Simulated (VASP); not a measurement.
Wanted: the native input for a VASP 6.6.1 run.

| Property | Result |
| --- | --- |
| Task | single point |
| Functional | PBE |
| Potentials or basis | VASP PAW PBE potentials, release 64 (Ni, Mo_sv, Pd, Ir, W_sv) |
| Cutoff | 520 eV |
| k mesh | 12 × 12 × 3 |
| Occupations | fermi-dirac, width 0.05 eV |
| Spin | collinear spin, ferromagnetic start |
| Starting moments | [1.0, 1.0, 0.0, 0.6, 0.0] μB |
| Dipole correction | no |
| Further INCAR settings | ALGO = Fast; EDIFF = 1e-07; NBANDS = 40 |

The structure of NiMoIrPdW lies in POSCAR:

```
NiMoIrPdW
1.0
    2.7661600000      0.0000000000      0.0000000000
   -1.3830800000      2.3955700000      0.0000000000
    0.0000000000      0.0000000000     11.0229200000
Ni Mo Pd Ir W
1 1 1 1 1
Direct
    0.3333300000      0.6666700000      0.5971200000
    0.0000000000      0.0000000000      0.4107400000
    0.6666700000      0.3333300000      0.7952000000
    0.6666700000      0.3333300000      0.1996000000
    0.3333300000      0.6666700000      0.9973400000
```

These files were run (other wordings do the same):

INCAR

```
SYSTEM = NiMoIrPdW
PREC = Accurate ; ENCUT = 520
EDIFF = 1E-7 ; ISMEAR = -1
SIGMA = 0.05 ; LREAL = .FALSE.
LASPH = .TRUE. ; NELM = 150
ALGO = Fast ; ISIF = 2
LWAVE = .FALSE. ; LCHARG = .FALSE.
ISPIN = 2 ; MAGMOM = 1 1 0 0.6 0
LORBIT = 11 ; LMAXMIX = 4
GGA = PE ; NBANDS = 40
```

KPOINTS

```
Automatic mesh
0
G
  12 12 3
  0 0 0
```

Potentials or basis: VASP PAW PBE potentials, release 64 (Ni, Mo_sv, Pd, Ir, W_sv).

Command:

```bash
$ cat potpaw_PBE.64/Ni/POTCAR potpaw_PBE.64/Mo_sv/POTCAR potpaw_PBE.64/Pd/POTCAR potpaw_PBE.64/Ir/POTCAR potpaw_PBE.64/W_sv/POTCAR > POTCAR
$ mpirun -np 1 vasp_std > vasp.out
```

Results of the run:

| Item | Value |
| --- | --- |
| Pressure | 0.4 GPa |
| Largest force | 0.034 eV/Å |
| Net moment | 0.00 μB per cell |
| Valence electrons inside the program's atomic spheres | Ni 9.17; Mo 12.46; Pd 9.58; Ir 8.38; W 12.07 |

Caveat: the moments typed at the start vanished in this run.

It took 49 min on 1 thread of Oxide Virtual Turin-like Processor, on a shared host, peak memory 0.68 GiB.
